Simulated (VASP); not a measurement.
S:

```
S
1.0
     0.00000    2.76983    2.76983
     2.76983    0.00000    2.76983
     2.76983    2.76983    0.00000
S
2
Cartesian
  -0.6925 -0.6925 -0.6925
  0.6925 0.6925 0.6925
```

```yaml
Program: VASP 6.6.1
Task: relaxation of cell and atoms
Functional: LDA
Potentials_or_basis: VASP PAW LDA potentials, release 64 (S)
Cutoff: 600 eV
k_mesh: 13 × 13 × 13
Occupations: fermi-dirac, width 0.05 eV
Spin: no spin polarisation
```

At the start: pressure 2.9 GPa; volume 21.25 Å³/atom.

How do energy, volume and symmetry change on relaxing?

Over 3 steps the energy falls by 9.8 meV/atom and the volume is 22.37 Å³/atom (+5.3 %); space group Fd-3m (No. 227, to 0.05 Å).

The path:
```tsv
step	energy change (eV)	largest force (eV/Å)	pressure (GPa)	volume (Å³)
1	0.0000	0.0000	2.88	42.50
2	-0.0195	0.0000	-0.17	44.90
3	-0.0196	0.0000	0.00	44.75
```

Final structure:
```
CELL_PARAMETERS angstrom
0.00000 2.81777 2.81777
2.81777 0.00000 2.81777
2.81777 2.81777 0.00000
ATOMIC_POSITIONS crystal
S 0.87500 0.87500 0.87500
S 0.12500 0.12500 0.12500
```
